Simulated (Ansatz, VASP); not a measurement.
**Tl2F: VASP beside Ansatz**

```
Tl F
1.0
     5.07342    0.00000    0.00000
    -2.53671    4.39371    0.00000
     0.00000    0.00000    6.58696
Tl F
4 2
Direct
  0.00000 0.00000 0.50000
  0.00000 0.00000 0.00000
  0.33333 0.66667 0.75000
  0.66667 0.33333 0.25000
  0.66667 0.33333 0.75000
  0.33333 0.66667 0.25000
```

Change from the starting cell: species swapped into the Tb2In type (P6_3/mmc, No. 194).

Alike in both runs: functional PBE; k mesh 12 × 12 × 6; occupations gaussian, width 0.1 eV; no spin polarisation.

Ansatz relaxed the structure, and its values are those at the end. VASP's run is a single point on that final structure, the one shown.

|  | VASP | Ansatz |
| --- | --- | --- |
| version | VASP 6.6.1 | Ansatz 0.2.0 |
| potentials or method | VASP PAW PBE potentials, release 64 (Tl_d, F), cutoff 520 eV | scalar-relativistic, plane waves, PAW |
| valence electrons in the cell | 66 | 66 |

VASP gave:

| Quantity | Value |
| --- | --- |
| gap on the k mesh at the Fermi level (eV) | none |
| pressure (GPa) | -0.1 |

Problem. Which values does Ansatz return?

Solution. gap on the k mesh at the Fermi level (eV): none; pressure (GPa): 0.0.

A gap of «none» marks a metal or a gap that the smearing closes. The functional is the same, so the differences come from potentials, cutoffs and numerics.

Spin-orbit coupling is off throughout.
